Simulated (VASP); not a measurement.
# SiC2 (P-6m2) in VASP: further runs

Runs on SiC2. Level: PBE. Tasks: single point, relaxation of cell and atoms.

Program: VASP 6.6.1. These are calculated values, not measurements. Logs are shortened: lines on timing, memory, paths and dates and some standing lists are left out, and cuts for length are marked.

### 1 The cell of the first run

The structure is hexagonal, space group P-6m2 (No. 187). The conventional cell has a = 2.936 Å, b = 2.936 Å, c = 13.493 Å, α = 90.00°, β = 90.00°, γ = 120.00°. Within 2.3 Å of Si (site symmetry 3m) lie 3 C at 1.70 Å. C (site symmetry 3m) has 3 Si at 1.70 Å within 2.3 Å. Within 2.3 Å of C (site symmetry -6m2) lie 3 C at 1.70 Å. Within 2.3 Å of C (site symmetry -6m2) lie 3 C at 1.70 Å.

### 2 Single point, PBE

The input, INCAR:

```
ALGO = Normal
EDIFF = 1E-6
ENCUT = 520
GGA = PE
ISIF = 2
ISMEAR = 0
LASPH = T
LCHARG = F
LREAL = F
LWAVE = F
NBANDS = 21
NELM = 80
PREC = Accurate
SIGMA = 0.1
```

The input, KPOINTS:

```
k-points
0
Gamma
  6 6 2
```

The input, POSCAR:

```
SiC2
1.0
    2.9360329653      0.0000000000      0.0000000000
   -1.4680164826      2.5426791343      0.0000000000
    0.0000000000      0.0000000000     13.4931789594
Si C
2 4
Direct
    0.6666666667      0.3333333333      0.8299276411
    0.6666666667      0.3333333333      0.1700723589
    0.3333333333      0.6666666667      0.8304185752
    0.3333333333      0.6666666667      0.1695814248
    0.3333333333      0.6666666667      0.5000000000
    0.6666666667      0.3333333333      0.5000000000
```

Potentials or basis: VASP PAW PBE potentials, release 64 (Si, C).

Run with:

```bash
$ cat potpaw_PBE.64/Si/POTCAR potpaw_PBE.64/C/POTCAR > POTCAR
$ mpirun -np 1 vasp_std > vasp.out
```

OUTCAR:

```text
EDIFF = 1E-6
   ENCUT = 520
   GGA = PE
   ISIF = 2
   ISMEAR = 0
   LASPH = T
   LREAL = F
   NELM = 80
   PREC = Accurate

 ion  position               nearest neighbor table
   1  0.667  0.333  0.830-   3 1.70   3 1.70   3 1.70
   2  0.667  0.333  0.170-   4 1.70   4 1.70   4 1.70
   3  0.333  0.667  0.830-   1 1.70   1 1.70   1 1.70
   4  0.333  0.667  0.170-   2 1.70   2 1.70   2 1.70
   5  0.333  0.667  0.500-   6 1.70   6 1.70   6 1.70
   6  0.667  0.333  0.500-   5 1.70   5 1.70   5 1.70

  LATTYP: Found a hexagonal cell.
 ALAT       =     2.9360329653
 C/A-ratio  =     4.5957177998

  Lattice vectors:

 A1 = (   2.9360329653,   0.0000000000,   0.0000000000)
 A2 = (  -1.4680164826,   2.5426791343,   0.0000000000)
 A3 = (   0.0000000000,   0.0000000000,  13.4931789594)

Analysis of symmetry for initial positions (statically):
=====================================================================
 Subroutine PRICEL returns:
 Original cell was already a primitive cell.

 Routine SETGRP: Setting up the symmetry group for a
 hexagonal supercell.

 Subroutine GETGRP returns: Found 12 space group operations
 (whereof 12 operations were pure point group operations)
 out of a pool of 24 trial point group operations.

The static configuration has the point symmetry D_3h.

Analysis of symmetry for dynamics (positions and initial velocities):
=====================================================================
 Subroutine PRICEL returns:
 Original cell was already a primitive cell.

 Routine SETGRP: Setting up the symmetry group for a
 hexagonal supercell.

 Subroutine GETGRP returns: Found 12 space group operations
 (whereof 12 operations were pure point group operations)
 out of a pool of 24 trial point group operations.

The dynamic configuration has the point symmetry D_3h.

 Subroutine INISYM returns: Found 12 space group operations
 (whereof 12 operations are pure point group operations),
 and found     1 'primitive' translations

----------------------------------------------------------------------------------------

                                     Primitive cell

  volume of cell :     100.7318

  direct lattice vectors                    reciprocal lattice vectors
     2.936032965  0.000000000  0.000000000     0.340595631  0.196642979  0.000000000
    -1.468016483  2.542679134  0.000000000     0.000000000  0.393285958  0.000000000
     0.000000000  0.000000000 13.493178959     0.000000000  0.000000000  0.074111520

  length of vectors
     2.936032965  2.936032965 13.493178959     0.393285958  0.393285958  0.074111520

  position of ions in fractional coordinates (direct lattice)
     0.666666667  0.333333333  0.829927641
     0.666666667  0.333333333  0.170072359
     0.333333333  0.666666667  0.830418575
     0.333333333  0.666666667  0.169581425
     0.333333333  0.666666667  0.500000000
     0.666666667  0.333333333  0.500000000

  ion indices of the primitive-cell ions
   primitive index   ion index
                 1           1
                 2           2
                 3           3
                 4           4
                 5           5
                 6           6

----------------------------------------------------------------------------------------

 KPOINTS: k-points

Automatic generation of k-mesh.
 Grid dimensions read from file:
 generate k-points for:    6    6    2

 Generating k-lattice:

  Cartesian coordinates                     Fractional coordinates (reciprocal lattice)
     0.056765938  0.032773830  0.000000000     0.166666667 -0.000000000  0.000000000
     0.000000000  0.065547660  0.000000000     0.000000000  0.166666667  0.000000000
     0.000000000  0.000000000  0.037055760     0.000000000  0.000000000  0.500000000

  Length of vectors
     0.065547660  0.065547660  0.037055760

  Shift w.r.t. Gamma in fractional coordinates (k-lattice)
     0.000000000  0.000000000  0.000000000

 Subroutine IBZKPT returns following result:
 ===========================================

 Found     14 irreducible k-points:

 Following reciprocal coordinates:
            Coordinates               Weight
  0.000000  0.000000  0.000000      1.000000
  0.166667 -0.000000  0.000000      6.000000
  0.333333  0.000000  0.000000      6.000000
  0.500000  0.000000  0.000000      3.000000
  0.166667  0.166667  0.000000      6.000000
  0.333333  0.166667  0.000000     12.000000
  0.333333  0.333333  0.000000      2.000000
  0.000000  0.000000  0.500000      1.000000
  0.166667 -0.000000  0.500000      6.000000
  0.333333  0.000000  0.500000      6.000000
  0.500000  0.000000  0.500000      3.000000
  0.166667  0.166667  0.500000      6.000000
  0.333333  0.166667  0.500000     12.000000
  0.333333  0.333333  0.500000      2.000000
   k-points           NKPTS =     14   k-points in BZ     NKDIM =     14   number of bands    NBANDS=     21
   number of dos      NEDOS =    301   number of ions     NIONS =      6
   total plane-waves  NPLWV =  57600
   dimension x,y,z NGX =    24 NGY =   24 NGZ =  100
   dimension x,y,z NGXF=    48 NGYF=   48 NGZF=  200
   ions per type =               2   4
   NGX,Y,Z   is equivalent  to a cutoff of  13.59, 13.59, 12.32 a.u.
   NGXF,Y,Z  is equivalent  to a cutoff of  27.18, 27.18, 24.64 a.u.
 SYSTEM =  unknown system
   PREC   = accura    normal or accurate (medium, high low for compatibility)
   ISTART =      0    job   : 0-new  1-cont  2-samecut
   ICHARG =      2    charge: 1-file 2-atom 10-const
   ISPIN  =      1    spin polarized calculation?
   LNONCOLLINEAR =      F non collinear calculations
   LSORBIT =      F    spin-orbit coupling
   LASPH  =      T    aspherical Exc in radial PAW
   ENCUT  =  520.0 eV  38.22 Ry    6.18 a.u.   5.46  5.46 25.09*2*pi/ulx,y,z
   NELM   =     80;   NELMIN=  2; NELMDL= -5     # of ELM steps
   EDIFF  = 0.1E-05   stopping-criterion for ELM
   LREAL  =      F    real-space projection
   EDIFFG = 0.1E-04   stopping-criterion for IOM
   NSW    =      0    number of steps for IOM
   IBRION =     -1    ionic relax: 0-MD 1-quasi-New 2-CG
   NFREE  =      0    steps in history (QN), initial steepest desc. (CG)
   ISIF   =      2    stress and relaxation
   ISYM   =      2    0-nonsym 1-usesym 2-fastsym
   POTIM  = 0.5000    time-step for ionic-motion
   TEBEG  =    0.0;   TEEND  =   0.0 temperature during run
   PSTRESS=    0.0 pullay stress
   NELECT =      24.0000    total number of electrons
   NUPDOWN=      -1.0000    fix difference up-down
   EMIN   =  10.00;   EMAX   =-10.00  energy-range for DOS
   EFERMI =   0.00;   METHOD = LEGACY
   ISMEAR =     0;   SIGMA  =   0.10  broadening in eV -4-tet -1-fermi 0-gaus
   EFERMI_NEDOS =   21; number of points for ismear=-14 and -15
   IALGO  =     38    algorithm
   IMIX   =      4    mixing-type and parameters
     AMIX     =   0.40;   BMIX     =  1.00
     AMIX_MAG =   1.60;   BMIX_MAG =  1.00
  volume/ion in A,a.u.               =      16.79       113.30
  Fermi-wavevector in a.u.,A,eV,Ry     =   1.014899  1.917882 14.014283  1.030021
  Thomas-Fermi vector in A             =   2.148154
   LORBIT       =      0    0 simple, 1 ext, 2 COOP (PROOUT), +10 PAW based schemes
   GGA     = PE    functional components
   LHFCALC =     F    Hartree Fock is set to
   AEXX    =    0.0000 exact exchange contribution
   IVDW    =     0    specifies the selected vdW correction
   LEPSILON=     F    determine dielectric tensor
   LRPA    =     F    only Hartree local field effects (RPA)
 non-spin polarized calculation
 Gauss-broadening in eV      SIGMA  =   0.10
  energy-cutoff  :      520.00
  volume of cell :      100.73
 maximum number of plane-waves:      2775
 NGX is ok and might be reduce to    24
   NGX = 11   NGY = 11   NGZ = 51

 number of electron      24.0000003 magnetization

 Free energy of the ion-electron system (eV)
  ---------------------------------------------------
  ext. energy  EPLUGINS =         0.00000000
  ---------------------------------------------------
  free energy    TOTEN  =       -42.71890758 eV

  energy without entropy =      -42.71260684  energy(sigma->0) =      -42.71575721

 E-fermi :   2.0327     XC(G=0):  -8.0933

 val. band max:        1.9947875734   @ k =   0.3333   0.3333   0.0000
 cond. band min:       2.0396109176   @ k =   0.3333   0.3333   0.5000
 fundamental gap:      0.0448233443
 Fermi energy:         2.0327024480

 k-point     1 :       0.0000    0.0000    0.0000
  band No.  band energies     occupation
      1     -13.6987      2.00000
      2     -12.4454      2.00000
      3     -12.4203      2.00000
      4      -2.7745      2.00000
      5      -2.5189      2.00000
      6      -2.0491      2.00000
[... 13 lines left out ...]
     20      10.2827      0.00000
     21      10.6582      0.00000

 k-point     2 :       0.1667   -0.0000    0.0000
  band No.  band energies     occupation
      1     -13.2332      2.00000
      2     -11.9351      2.00000
      3     -11.9109      2.00000
      4      -2.9278      2.00000
      5      -2.2698      2.00000
      6      -1.9808      2.00000
[... 13 lines left out ...]
     20       9.3371      0.00000
     21       9.3868      0.00000

 k-point     3 :       0.3333    0.0000    0.0000
  band No.  band energies     occupation
      1     -11.8868      2.00000
      2     -10.4886      2.00000
      3     -10.4674      2.00000
      4      -6.2078      2.00000
      5      -4.1110      2.00000
      6      -4.0926      2.00000
[... 13 lines left out ...]
     20       9.7983      0.00000
     21      10.6414      0.00000

 k-point     4 :       0.5000    0.0000    0.0000
  band No.  band energies     occupation
      1     -10.3898      2.00000
      2      -9.0338      2.00000
      3      -9.0186      2.00000
      4      -8.4296      2.00000
      5      -6.2634      2.00000
      6      -6.2380      2.00000
[... 13 lines left out ...]
     20      11.3369      0.00000
     21      11.4922      0.00000

 k-point     5 :       0.1667    0.1667    0.0000
  band No.  band energies     occupation
      1     -12.3226      2.00000
      2     -10.9509      2.00000
      3     -10.9287      2.00000
      4      -5.0544      2.00000
      5      -2.8733      2.00000
      6      -2.8174      2.00000
[... 13 lines left out ...]
     20       9.3938      0.00000
     21       9.7047      0.00000

 k-point     6 :       0.3333    0.1667    0.0000
  band No.  band energies     occupation
      1     -10.6572      2.00000
      2      -9.2705      2.00000
      3      -9.2534      2.00000
      4      -7.6417      2.00000
      5      -5.2842      2.00000
      6      -5.2622      2.00000
[... 13 lines left out ...]
     20      10.4255      0.00000
     21      10.6268      0.00000

 k-point     7 :       0.3333    0.3333    0.0000
  band No.  band energies     occupation
      1      -9.0196      2.00000
      2      -9.0105      2.00000
      3      -8.3640      2.00000
      4      -8.3521      2.00000
      5      -5.2778      2.00000
      6      -5.2513      2.00000
[... 13 lines left out ...]
     20       9.8363      0.00000
     21      10.5582      0.00000

 k-point     8 :       0.0000    0.0000    0.5000
  band No.  band energies     occupation
      1     -13.6986      2.00000
      2     -12.4458      2.00000
      3     -12.4200      2.00000
      4      -2.8349      2.00000
      5      -2.3614      2.00000
      6      -2.1512      2.00000
[... 13 lines left out ...]
     20       9.3675      0.00000
     21      10.6594      0.00000

 k-point     9 :       0.1667   -0.0000    0.5000
  band No.  band energies     occupation
      1     -13.2332      2.00000
      2     -11.9353      2.00000
      3     -11.9106      2.00000
      4      -2.9278      2.00000
      5      -2.3195      2.00000
      6      -1.8441      2.00000
[... 13 lines left out ...]
     20       9.1030      0.00000
     21       9.3934      0.00000

 k-point    10 :       0.3333    0.0000    0.5000
  band No.  band energies     occupation
      1     -11.8868      2.00000
      2     -10.4888      2.00000
      3     -10.4672      2.00000
      4      -6.2078      2.00000
      5      -4.1112      2.00000
      6      -4.0924      2.00000
[... 13 lines left out ...]
     20       9.1641      0.00000
     21      11.2395      0.00000

 k-point    11 :       0.5000    0.0000    0.5000
  band No.  band energies     occupation
      1     -10.3898      2.00000
      2      -9.0339      2.00000
      3      -9.0185      2.00000
      4      -8.4297      2.00000
      5      -6.2636      2.00000
      6      -6.2379      2.00000
[... 13 lines left out ...]
     20      11.2093      0.00000
     21      11.5754      0.00000

 k-point    12 :       0.1667    0.1667    0.5000
  band No.  band energies     occupation
      1     -12.3226      2.00000
      2     -10.9512      2.00000
      3     -10.9284      2.00000
      4      -5.0544      2.00000
      5      -2.8733      2.00000
      6      -2.8179      2.00000
[... 13 lines left out ...]
     20       9.4405      0.00000
     21       9.5028      0.00000

 k-point    13 :       0.3333    0.1667    0.5000
  band No.  band energies     occupation
      1     -10.6572      2.00000
      2      -9.2706      2.00000
      3      -9.2532      2.00000
      4      -7.6417      2.00000
      5      -5.2843      2.00000
      6      -5.2620      2.00000
[... 13 lines left out ...]
     20      10.4007      0.00000
     21      10.4526      0.00000

 k-point    14 :       0.3333    0.3333    0.5000
  band No.  band energies     occupation
      1      -9.0196      2.00000
      2      -9.0105      2.00000
      3      -8.3642      2.00000
      4      -8.3519      2.00000
      5      -5.2779      2.00000
      6      -5.2511      2.00000
[... 13 lines left out ...]
     20       9.7416      0.00000
     21      10.5310      0.00000

------------------------ aborting loop because EDIFF is reached ----------------------------------------

  FORCE on cell =-STRESS in cart. coord.  units (eV):
  Direction    XX          YY          ZZ          XY          YZ          ZX
  --------------------------------------------------------------------------------------
  -------------------------------------------------------------------------------------
  Total        0.0063667      0.0063667      0.0083896      0.0000000      0.0000000      0.0000000
  in kB        0.1012649      0.1012649      0.1334397      0.0000000      0.0000000      0.0000000
  external PRESSURE =       0.1119898 kB  Pullay stress =       0.0000000 kB

 VOLUME and BASIS-vectors are now :
 -----------------------------------------------------------------------------
  energy-cutoff  :      520.00
  volume of cell :      100.73
      direct lattice vectors                 reciprocal lattice vectors
     2.936032965  0.000000000  0.000000000     0.340595631  0.196642979  0.000000000
    -1.468016483  2.542679134  0.000000000     0.000000000  0.393285958  0.000000000
     0.000000000  0.000000000 13.493178959     0.000000000  0.000000000  0.074111520

 POSITION                                       TOTAL-FORCE (eV/Angst)
 -----------------------------------------------------------------------------------
      1.46802      0.84756     11.19836        -0.000000     -0.000000     -0.018593
      1.46802      0.84756      2.29482         0.000000     -0.000000      0.018593
     -0.00000      1.69512     11.20499        -0.000000      0.000000      0.008059
     -0.00000      1.69512      2.28819        -0.000000      0.000000     -0.008059
     -0.00000      1.69512      6.74659         0.000000      0.000000      0.000000
      1.46802      0.84756      6.74659        -0.000000      0.000000      0.000000
 -----------------------------------------------------------------------------------
    total drift:                               -0.000001      0.000000     -0.000000

  FREE ENERGIE OF THE ION-ELECTRON SYSTEM (eV)
  ---------------------------------------------------
  free  energy   TOTEN  =       -42.7189075831 eV

  energy  without entropy=      -42.7126068377  energy(sigma->0) =      -42.71575721
```

It took 29 s on 1 thread of Intel Xeon Platinum 8259CL at 2.50GHz (Skylake/Cascade Lake), shared host; peak memory 0.23 GiB.

Results:

| Quantity | Value |
| --- | --- |
| Free energy | -42.7189 eV |
| Pressure | 0.0 GPa |
| Largest force | 0.019 eV/Å |
| Band gap on the k mesh | 0.04 eV, indirect (the least direct gap lies 0.5 meV higher) |

Forces on the atoms (eV/Å):
```
Si   0.000  0.000 -0.019
Si   0.000  0.000  0.019
C    0.000  0.000  0.008
C    0.000  0.000 -0.008
C    0.000  0.000  0.000
C    0.000  0.000  0.000
```

A k mesh can miss the band edges.

(Part 1 of 3 ends here.)
